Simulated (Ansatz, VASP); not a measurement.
BaBi in VASP and in Ansatz

```
Ba Bi
1.0
     0.00000    4.24870    4.24870
     4.24870    0.00000    4.24870
     4.24870    4.24870    0.00000
Ba Bi
2 2
Direct
  0.50000 0.50000 0.50000
  0.75000 0.75000 0.75000
  0.00000 0.00000 0.00000
  0.25000 0.25000 0.25000
```

Alike in both runs: functional PBE; k mesh 10 × 10 × 10; occupations gaussian, width 0.1 eV; no spin polarisation.

Ansatz relaxed the structure, and its values are those at the end. VASP's run is a single point on that final structure, the one shown.

|  | VASP | Ansatz |
| --- | --- | --- |
| version | VASP 6.6.1 | Ansatz 0.2.0 |
| potentials or method | VASP PAW PBE potentials, release 64 (Ba_sv, Bi_d), cutoff 520 eV | scalar-relativistic, plane waves, PAW |
| valence electrons in the cell | 50 | 50 |

```csv
,VASP,Ansatz,Ansatz less VASP
gap on the k mesh at the Fermi level (eV),none,none,-
pressure (GPa),0.3,0.0,-0.30
```

A gap of «none» marks a metal or a gap that the smearing closes.

Spin-orbit coupling is off throughout.
